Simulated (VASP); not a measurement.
Crystal: Y.

```xyz
2
Lattice="3.6474 0.0000 0.0000 -1.8237 3.1587 0.0000 0.0000 0.0000 5.7306" Properties=species:S:1:pos:R:3 pbc="T T T"
Y     0.0000    2.1058    1.4326
Y     1.8237    1.0529    4.2980
```

| Quantity | Value |
| --- | --- |
| Program | VASP 6.6.1 |
| Task | relaxation of volume and atoms at fixed shape |
| Functional | PBEsol |
| Potentials or basis | VASP PAW PBE potentials, release 64 (Y_sv) |
| Cutoff | 600 eV |
| k mesh | 7 × 7 × 4 |
| Occupations | methfessel-paxton, width 0.05 eV |
| Spin | no spin polarisation |

At the start: pressure -2.0 GPa; volume 33.01 Å³/atom.

**Question.** How do energy, volume and symmetry change on relaxing?

**Answer.** Over 3 steps the energy falls by 10.5 meV/atom and the volume is 31.39 Å³/atom (-4.9 %); space group P6_3/mmc (No. 194, to 0.1 Å) before and after.

The path:
| step | energy change (eV) | largest force (eV/Å) | pressure (GPa) | volume (Å³) |
| --- | --- | --- | --- | --- |
| 1 | 0.0000 | 0.0000 | -2.04 | 66.02 |
| 2 | -0.0199 | 0.0000 | 0.45 | 62.08 |
| 3 | -0.0209 | 0.0000 | 0.03 | 62.77 |

Final structure:
```
Y
1.0
     3.58649    0.00000    0.00000
    -1.79325    3.10599    0.00000
     0.00000    0.00000    5.63490
Y
2
Direct
  0.33333 0.66667 0.25000
  0.66667 0.33333 0.75000
```

Caveat: the PAW data sets were made with another functional, which shifts forces and pressure a little.
